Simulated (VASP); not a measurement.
# Sn (Im-3m) in VASP: further runs, part 2 of 2

VASP 6.6.1.

## Step 3: Single point, r2SCAN50

POSCAR reads:

```
Sn
1.0
   -1.8946518192      1.8946518192      1.8946518192
    1.8946518192     -1.8946518192      1.8946518192
    1.8946518192      1.8946518192     -1.8946518192
Sn
1
Direct
    0.0000000000      0.0000000000      0.0000000000
```

INCAR.step1 reads:

```
SYSTEM = Sn
PREC = Accurate
ENCUT = 520
EDIFF = 1E-5
ISMEAR = -1
SIGMA = 0.05
LREAL = .False.
LASPH = .True.
NELM = 100
ALGO = Normal
ISIF = 2
LWAVE = .True.
NBANDS = 13
GGA = PE
```

INCAR.step2 reads:

```
SYSTEM = Sn
PREC = Accurate
ENCUT = 520
EDIFF = 1E-6
ISMEAR = -1
SIGMA = 0.05
LREAL = .False.
LASPH = .True.
NELM = 100
ALGO = Normal
ISIF = 2
LWAVE = .False.
LCHARG = .True.
METAGGA = R2SCAN
LHFCALC = .True.
AEXX = 0.5
LMIXTAU = .True.
PRECFOCK = Normal
LELF = .True.
LVHAR = .True.
NBANDS = 13
ISTART = 1
```

KPOINTS reads:

```
Automatic mesh
0
Gamma
  5 5 5
  0 0 0
```

Potentials or basis: VASP PAW PBE potentials, release 64 (Sn_d).

Started as:

```sh
$ cat potpaw_PBE.64/Sn_d/POTCAR > POTCAR
$ cp INCAR.step1 INCAR
$ mpirun -np 1 vasp_std > vasp.out
$ cp INCAR.step2 INCAR
$ mpirun -np 1 vasp_std > vasp.out
```

OUTCAR:

```text
SYSTEM = Sn
   PREC = Accurate
   ENCUT = 520
   EDIFF = 1E-6
   ISMEAR = -1
   LREAL = .False.
   LASPH = .True.
   NELM = 100
   ISIF = 2
   METAGGA = R2SCAN
   LHFCALC = .True.
   AEXX = 0.5
   PRECFOCK = Normal
   ISTART = 1

 ion  position               nearest neighbor table
   1  0.000  0.000  0.000-

  LATTYP: Found a body centered cubic cell.
 ALAT       =     3.7893036384

  Lattice vectors:

 A1 = (  -1.8946518192,   1.8946518192,   1.8946518192)
 A2 = (   1.8946518192,  -1.8946518192,   1.8946518192)
 A3 = (   1.8946518192,   1.8946518192,  -1.8946518192)

Analysis of symmetry for initial positions (statically):
=====================================================================
 Subroutine PRICEL returns:
 Original cell was already a primitive cell.

 Routine SETGRP: Setting up the symmetry group for a
 body centered cubic supercell.

 Subroutine GETGRP returns: Found 48 space group operations
 (whereof 48 operations were pure point group operations)
 out of a pool of 48 trial point group operations.

The static configuration has the point symmetry O_h .

Analysis of symmetry for dynamics (positions and initial velocities):
=====================================================================
 Subroutine PRICEL returns:
 Original cell was already a primitive cell.

 Routine SETGRP: Setting up the symmetry group for a
 body centered cubic supercell.

 Subroutine GETGRP returns: Found 48 space group operations
 (whereof 48 operations were pure point group operations)
 out of a pool of 48 trial point group operations.

The dynamic configuration has the point symmetry O_h .

 Subroutine INISYM returns: Found 48 space group operations
 (whereof 48 operations are pure point group operations),
 and found     1 'primitive' translations

----------------------------------------------------------------------------------------

                                     Primitive cell

  volume of cell :      27.2050

  direct lattice vectors                    reciprocal lattice vectors
    -1.894651819  1.894651819  1.894651819     0.000000000  0.263900731  0.263900731
     1.894651819 -1.894651819  1.894651819     0.263900731  0.000000000  0.263900731
     1.894651819  1.894651819 -1.894651819     0.263900731  0.263900731  0.000000000

  length of vectors
     3.281633214  3.281633214  3.281633214     0.373211993  0.373211993  0.373211993

  position of ions in fractional coordinates (direct lattice)
     0.000000000  0.000000000  0.000000000

  ion indices of the primitive-cell ions
   primitive index   ion index
                 1           1

----------------------------------------------------------------------------------------

 KPOINTS: Automatic mesh

Automatic generation of k-mesh.
 Grid dimensions read from file:
 generate k-points for:    5    5    5

 Generating k-lattice:

  Cartesian coordinates                     Fractional coordinates (reciprocal lattice)
     0.000000000  0.052780146  0.052780146     0.200000000  0.000000000  0.000000000
[... 27 lines left out ...]
   number of dos      NEDOS =    301   number of ions     NIONS =      1
   total plane-waves  NPLWV =  13824
   dimension x,y,z NGX =    24 NGY =   24 NGZ =   24
   dimension x,y,z NGXF=    48 NGYF=   48 NGZF=   48
   ions per type =               1
   NGX,Y,Z   is equivalent  to a cutoff of  12.16, 12.16, 12.16 a.u.
   NGXF,Y,Z  is equivalent  to a cutoff of  24.32, 24.32, 24.32 a.u.
 SYSTEM =  Sn
   PREC   = accura    normal or accurate (medium, high low for compatibility)
   ISTART =      1    job   : 0-new  1-cont  2-samecut
   ICHARG =      0    charge: 1-file 2-atom 10-const
   ISPIN  =      1    spin polarized calculation?
   LNONCOLLINEAR =      F non collinear calculations
   LSORBIT =      F    spin-orbit coupling
   LASPH  =      T    aspherical Exc in radial PAW
   ENCUT  =  520.0 eV  38.22 Ry    6.18 a.u.   6.10  6.10  6.10*2*pi/ulx,y,z
   NELM   =    100;   NELMIN=  2; NELMDL=  0     # of ELM steps
   EDIFF  = 0.1E-05   stopping-criterion for ELM
   LREAL  =      F    real-space projection
   EDIFFG = 0.1E-04   stopping-criterion for IOM
   NSW    =      0    number of steps for IOM
   IBRION =     -1    ionic relax: 0-MD 1-quasi-New 2-CG
   NFREE  =      0    steps in history (QN), initial steepest desc. (CG)
   ISIF   =      2    stress and relaxation
   ISYM   =      3    0-nonsym 1-usesym 2-fastsym
   POTIM  = 0.5000    time-step for ionic-motion
   TEBEG  =    0.0;   TEEND  =   0.0 temperature during run
   PSTRESS=    0.0 pullay stress
   NELECT =      14.0000    total number of electrons
   NUPDOWN=      -1.0000    fix difference up-down
   EMIN   =  10.00;   EMAX   =-10.00  energy-range for DOS
   EFERMI =   0.00;   METHOD = LEGACY
   ISMEAR =    -1;   SIGMA  =   0.05  broadening in eV -4-tet -1-fermi 0-gaus
   EFERMI_NEDOS =   21; number of points for ismear=-14 and -15
   IALGO  =     38    algorithm
   IMIX   =      1    mixing-type and parameters
     AMIX     =   0.40;   BMIX     =  1.00
     AMIX_MAG =   1.60;   BMIX_MAG =  1.00
  volume/ion in A,a.u.               =      27.20       183.59
  Fermi-wavevector in a.u.,A,eV,Ry     =   1.311902  2.479136 23.416813  1.721087
  Thomas-Fermi vector in A             =   2.442332
   LORBIT       =      0    0 simple, 1 ext, 2 COOP (PROOUT), +10 PAW based schemes
   METAGGA = R2SCAN    functional components
   LHFCALC =     T    Hartree Fock is set to
   PRECFOCK=normal    Normal, Fast or Accurate (Low or Medium for compatibility)
   ENCUT4O =  -1.0   cutoff for four orbital integrals eV
   NKREDX  =     1    reduce k-point grid by
   NKREDY  =     1    reduce k-point grid by
   NKREDZ  =     1    reduce k-point grid by
   AEXX    =    0.5000 exact exchange contribution
   HFSCREEN=    0.0000 screening length (either q_TF or 0.3 A-1)
   HFSCREENC=   0.0000 screening length for correlation (either q_TF or 0.3 A-1)
   ENCUTFOCK=  -1.0 apply spherical cutoff to Coloumb kernel
   IVDW    =     0    specifies the selected vdW correction
   LEPSILON=     F    determine dielectric tensor
   LRPA    =     F    only Hartree local field effects (RPA)
 non-spin polarized calculation
  energy-cutoff  :      520.00
  volume of cell :       27.20
 maximum number of plane-waves:       751
  NGX = 20; NGY = 20; NGZ = 20

 number of electron      13.9999996 magnetization

 Free energy of the ion-electron system (eV)
  ---------------------------------------------------
  ext. energy  EPLUGINS =         0.00000000
  ---------------------------------------------------
  free energy    TOTEN  =       -16.20498658 eV

  energy without entropy =      -16.20154312  energy(sigma->0) =      -16.20326485

 E-fermi :   8.4745     XC(G=0):  -6.3478

 val. band max:        7.2413931139   @ k =   0.2000   0.2000   0.2000
 cond. band min:       8.6334480371   @ k =   0.4000   0.2000  -0.0000
 fundamental gap:      1.3920549232
 Fermi energy:         8.4745026520

 k-point     1 :       0.0000    0.0000    0.0000
  band No.  band energies     occupation
      1     -19.3316      2.00000
      2     -19.3316      2.00000
      3     -19.3316      2.00000
      4     -19.1713      2.00000
      5     -19.1713      2.00000
      6      -7.0797      2.00000
      7      18.6199      0.00000
      8      18.6199      0.00000
      9      18.6199      0.00000
     10      22.8047      0.00000
     11      22.8047      0.00000
     12      22.8047      0.00000
     13      23.3741      0.00000
[... 130 lines left out ...]
  band No.  band energies     occupation
      1     -19.3383      2.00000
      2     -19.3219      2.00000
      3     -19.1382      2.00000
      4     -19.1382      2.00000
      5     -19.1307      2.00000
      6       1.8280      2.00000
      7       8.7596      0.00665
      8       8.7596      0.00665
      9       8.9165      0.00029
     10      13.6009      0.00000
     11      16.4348      0.00000
     12      28.2277      0.00000
     13      29.4545      0.00000

------------------------ aborting loop because EDIFF is reached ----------------------------------------

  FORCE on cell =-STRESS in cart. coord.  units (eV):
  Direction    XX          YY          ZZ          XY          YZ          ZX
  --------------------------------------------------------------------------------------
  -------------------------------------------------------------------------------------
  Total        0.0363783      0.0363783      0.0363783      0.0000000     -0.0000000      0.0000000
  in kB        2.1424231      2.1424231      2.1424231      0.0000000     -0.0000000      0.0000000
  external PRESSURE =       2.1424231 kB  Pullay stress =       0.0000000 kB

 VOLUME and BASIS-vectors are now :
 -----------------------------------------------------------------------------
  energy-cutoff  :      520.00
  volume of cell :       27.20
      direct lattice vectors                 reciprocal lattice vectors
    -1.894651819  1.894651819  1.894651819     0.000000000  0.263900731  0.263900731
     1.894651819 -1.894651819  1.894651819     0.263900731  0.000000000  0.263900731
     1.894651819  1.894651819 -1.894651819     0.263900731  0.263900731  0.000000000

 POSITION                                       TOTAL-FORCE (eV/Angst)
 -----------------------------------------------------------------------------------
      0.00000      0.00000      0.00000         0.000000      0.000000      0.000000
 -----------------------------------------------------------------------------------
    total drift:                                0.000000      0.000000      0.000000

  FREE ENERGIE OF THE ION-ELECTRON SYSTEM (eV)
  ---------------------------------------------------
  free  energy   TOTEN  =       -16.2049865806 eV

  energy  without entropy=      -16.2015431194  energy(sigma->0) =      -16.20326485
```

OSZICAR.step1:

```text
N       E                     dE             d eps       ncg     rms          rms(c)
DAV:   1     0.770540089715E+02    0.77054E+02   -0.72060E+03   270   0.160E+03
DAV:   2     0.204045459326E+01   -0.75014E+02   -0.72876E+02   270   0.327E+02
DAV:   3    -0.345925381809E+01   -0.54997E+01   -0.54681E+01   333   0.714E+01
DAV:   4    -0.355743329717E+01   -0.98179E-01   -0.98136E-01   295   0.104E+01
DAV:   5    -0.356045360707E+01   -0.30203E-02   -0.30203E-02   326   0.177E+00    0.127E+00
DAV:   6    -0.355265680681E+01    0.77968E-02   -0.78727E-03   330   0.152E+00    0.705E-01
DAV:   7    -0.355007929228E+01    0.25775E-02   -0.48640E-03   323   0.113E+00    0.950E-02
DAV:   8    -0.354997924829E+01    0.10004E-03   -0.51067E-04   320   0.373E-01    0.215E-02
DAV:   9    -0.354997703117E+01    0.22171E-05   -0.90017E-06   225   0.490E-02
   1 F= -.35499770E+01 E0= -.35335759E+01  d E =-.328023E-01
```

Run time: 5.4 min. Hardware: 1 thread of Intel Xeon Platinum 8488C (Sapphire Rapids), shared host; peak memory 0.16 GiB.

What came out:

```yaml
Free_energy: -16.2050 eV
Pressure: 0.2 GPa
Band_gap_on_the_k_mesh: zero (bands 7 and 8 overlap by 13.87 eV)
```

Levels at points of the mesh, in eV from the Fermi level:
| k point | band 3 | band 4 | band 5 | band 6 | band 7 | band 8 | band 9 | band 10 | band 11 | band 12 |
| --- | --- | --- | --- | --- | --- | --- | --- | --- | --- | --- |
| (0.00, 0.00, 0.00) | -27.81 | -27.65 | -27.65 | -15.55 | 10.15 | 10.15 | 10.15 | 14.33 | 14.33 | 14.33 |

Caveat: the k points lie up to 0.47 Å⁻¹ apart, too coarse for converged energies and pressures of a metal; the PAW data sets were made with another functional, which shifts forces and pressure a little; spin-orbit coupling is left out, which moves the levels of the heavy elements.

## Step 4: Single point, HF

POSCAR is that of step 3.

INCAR.step1 reads:

```
SYSTEM = Sn
PREC = Accurate ; ENCUT = 520
EDIFF = 1E-5 ; ISMEAR = -1
SIGMA = 0.05 ; LREAL = .FALSE.
LASPH = .TRUE. ; NELM = 60
ALGO = Normal ; ISIF = 2
LWAVE = .TRUE. ; GGA = PE
NBANDS = 13
```

INCAR.step2 reads:

```
SYSTEM = Sn
PREC = Accurate ; ENCUT = 520
EDIFF = 1E-7 ; ISMEAR = -1
SIGMA = 0.05 ; LREAL = .FALSE.
LASPH = .TRUE. ; NELM = 60
ALGO = Normal ; ISIF = 2
LWAVE = .FALSE. ; LCHARG = .TRUE.
GGA = PE ; LHFCALC = .TRUE.
AEXX = 1.0 ; ALDAC = 0.0
AGGAC = 0.0 ; PRECFOCK = Normal
LELF = .TRUE. ; LVHAR = .TRUE.
ISTART = 1 ; NBANDS = 13
```

KPOINTS reads:

```
regular mesh
0
G
  5 5 5
  0 0 0
```

Started as:

```sh
$ cat potpaw_PBE.64/Sn_d/POTCAR > POTCAR
$ cp INCAR.step1 INCAR
$ mpirun -np 1 vasp_std > vasp.out
$ cp INCAR.step2 INCAR
$ mpirun -np 1 vasp_std > vasp.out
```

Run time: 5.5 min. Hardware: 1 thread of Intel Xeon Platinum 8488C (Sapphire Rapids), shared host; peak memory 0.15 GiB.

Results (log left out):

| Quantity | Value |
| --- | --- |
| Free energy | -6.2457 eV |
| Pressure | 7.4 GPa |
| Band gap on the k mesh | zero (bands 7 and 8 overlap by 17.05 eV) |

Levels at points of the mesh, in eV from the Fermi level:
| k point | band 3 | band 4 | band 5 | band 6 | band 7 | band 8 | band 9 | band 10 | band 11 | band 12 |
| --- | --- | --- | --- | --- | --- | --- | --- | --- | --- | --- |
| (0.00, 0.00, 0.00) | -33.55 | -33.38 | -33.38 | -19.54 | 11.69 | 11.69 | 11.69 | 15.92 | 15.92 | 15.92 |

Caveat: the k points lie up to 0.47 Å⁻¹ apart, too coarse for converged energies and pressures of a metal; the PAW data sets were made with another functional, which shifts forces and pressure a little; spin-orbit coupling is left out, which moves the levels of the heavy elements.

## Step 5: The runs side by side

| level | share of exact exchange | gap on the mesh (eV) | pressure (GPa) |
| --- | --- | --- | --- |
| r2SCAN0 | 0.25 | none | 1.8 |
| r2SCAN50 | 0.5 | none | 0.2 |
| HF | 1 | none | 7.4 |

Alike in all rows: task single point; potentials or basis VASP PAW PBE potentials, release 64 (Sn_d); no spin polarisation; cell as given; k mesh 5 × 5 × 5; cutoff (eV) 520; smearing fermi-dirac 0.05 eV.

Caveats: all runs use coarse meshes; the PAW data sets were made with another functional, which shifts forces and pressure a little; spin-orbit coupling is left out, which moves the levels of the heavy elements.

Absolute energies hang on the potentials; compare differences alone.

The gap in the log of VASP goes by the Fermi energy; the results here count the filled bands.